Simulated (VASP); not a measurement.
The system is Re.

```
Re
1.0
     2.77687    0.00000    0.00000
    -1.38844    2.40484    0.00000
     0.00000    0.00000    4.47881
Re
2
Direct
  0.33333 0.66667 0.25000
  0.66667 0.33333 0.75000
```

Base run:

- Program: VASP 6.6.1
- Functional: PBE
- Potentials or basis: VASP PAW PBE potentials, release 64 (Re)
- Cutoff: 520 eV
- k mesh: 13 × 13 × 7
- Occupations: methfessel-paxton, width 0.6 eV
- Spin: no spin polarisation

Its results: band gap on the k mesh zero (band 7 reaches 8.84 eV, above the bottom of band 8 at 6.14 eV); pressure -0.7 GPa.

Problem. The run is repeated on the same cell with these changes: occupations from methfessel-paxton, width 0.6 eV to fermi-dirac, width 0.3 eV. What comes out?

Solution. Band gap on the k mesh zero (band 7 reaches 8.84 eV, above the bottom of band 8 at 6.15 eV); pressure 1.1 GPa.

Caveats: spin-orbit coupling is left out, which moves the levels of the heavy elements.
